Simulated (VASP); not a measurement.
Wanted: the native input for a VASP 6.6.1 run.

| Quantity | Value |
| --- | --- |
| Task | relaxation of cell and atoms |
| Functional | PBE |
| Potentials or basis | VASP PAW PBE potentials, release 64 (Ca_sv, As_d) |
| Cutoff | 510 eV |
| k mesh | 3 × 3 × 4 |
| Occupations | gaussian, width 0.1 eV |
| Spin | no spin polarisation |
| Dipole correction | no |
| Further INCAR settings | ALGO = Normal; EDIFF = 1e-07; IBRION = 2; EDIFFG = -0.04; NSW = 90; ISIF = 3 |

The structure of Ca4As3 lies in POSCAR:

```
Ca4As3
1.0
    5.7932081600      0.0000000000      0.0000000000
   -2.8966040800      5.0170654400      0.0000000000
    0.0000000000      0.0000000000      6.8052174100
Ca As
4 3
Direct
    0.3333333300      0.6666666700      0.7771939700
    0.3333333300      0.6666666700      0.2228060300
    0.6666666700      0.3333333300      0.2228060300
    0.6666666700      0.3333333300      0.7771939700
    0.6558253200      0.0000000000      0.0000000000
    0.0000000000      0.6558253200      0.0000000000
    0.3441746800      0.3441746800      0.0000000000
```

The cell was generated, and may not be a known phase.

These files were run (other wordings do the same):

INCAR

```
SYSTEM = Ca4As3
PREC = Accurate
ENCUT = 510
EDIFF = 1E-7
ISMEAR = 0
SIGMA = 0.1
LREAL = .False.
LASPH = .True.
NELM = 120
ALGO = Normal
ISIF = 3
LWAVE = .False.
LCHARG = .False.
GGA = PE
IBRION = 2
NSW = 90
EDIFFG = -0.04
GGA_COMPAT = .False.
NELMIN = 4
```

KPOINTS

```
regular mesh
0
Gamma
  3 3 4
  0 0 0
```

Potentials or basis: VASP PAW PBE potentials, release 64 (Ca_sv, As_d).

Run with:

```console
$ cat potpaw_PBE.64/Ca_sv/POTCAR potpaw_PBE.64/As_d/POTCAR > POTCAR
$ mpirun -np 1 vasp_std > vasp.out
```

It gave:

* Relaxed volume: 37.41 Å³/atom
* Relaxed cell: a = 6.326 Å, b = 6.326 Å, c = 7.556 Å, α = 90.00°, β = 90.00°, γ = 120.00°
* Space group after relaxing (to 0.1 Å): P-62m (No. 189)
* Energy gained by relaxing: 1129.8 meV/atom
* Ionic steps: 20
* Pressure after relaxing: 0.0 GPa
* Largest force after relaxing: 0.019 eV/Å
* Band gap on the k mesh: zero (an odd number of electrons rules out a gap without spin polarisation)

Caveat: the k points lie up to 0.38 Å⁻¹ apart in the final cell, too coarse for converged energies and pressures of a metal; the volume moved by over 15 % at a fixed basis, so the end points are rough; an odd number of electrons without spin polarisation forces a metal; a magnetic or distorted state may lie lower.

Wall time 29 min on 1 thread of Intel(R) Xeon(R) Platinum 8259CL CPU @ 2.50GHz (Skylake/Cascade Lake), on a shared host, peak memory 0.37 GiB.
